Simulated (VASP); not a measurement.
Write the native input for VASP 6.6.1 that does the following.

* Task: single point
* Functional: PBEsol
* Potentials or basis: VASP PAW PBE potentials, release 64 (Al, N)
* Cutoff: 520 eV
* k mesh: 10 × 10 × 6
* Occupations: fermi-dirac, width 0.05 eV
* Spin: no spin polarisation
* Dipole correction: no
* Further INCAR settings: ALGO = Normal; EDIFF = 1e-07; NBANDS = 16

The structure of AlN lies in POSCAR:

```
AlN
1.0
    3.0921067530      0.0000000000      0.0000000000
   -1.5460533765      2.6778429994      0.0000000000
    0.0000000000      0.0000000000      4.9475694625
Al N
2 2
Direct
    0.6666666667      0.3333333333      0.5000000000
    0.3333333333      0.6666666667      0.0000000000
    0.6666666667      0.3333333333      0.8800000000
    0.3333333333      0.6666666667      0.3800000000
```

One way to write it, as run:

INCAR

```
SYSTEM = AlN
  PREC = Accurate
  ENCUT = 520
  EDIFF = 1E-7
  ISMEAR = -1
  SIGMA = 0.05
  LREAL = .False.
  LASPH = .True.
  NELM = 60
  ALGO = Normal
  ISIF = 2
  LWAVE = .False.
  LCHARG = .True.
  GGA = PS
  LELF = .True.
  LVHAR = .True.
  NBANDS = 16
```

KPOINTS

```
regular mesh
0
Gamma
  10 10 6
  0 0 0
```

Potentials or basis: VASP PAW PBE potentials, release 64 (Al, N).

Command:

```bash
$ cat potpaw_PBE.64/Al/POTCAR potpaw_PBE.64/N/POTCAR > POTCAR
$ mpirun -np 1 vasp_std > vasp.out
```

Results of the run:

* Pressure: 4.5 GPa
* Largest force: 0.148 eV/Å
* Band gap on the k mesh: 4.33 eV

Caveat: the cell stands under pressure; the PAW data sets were made with another functional, which shifts forces and pressure a little.

Wall time 34 s on 1 thread of Intel Xeon 8259CL, with other jobs on the host, peak memory 0.17 GiB.
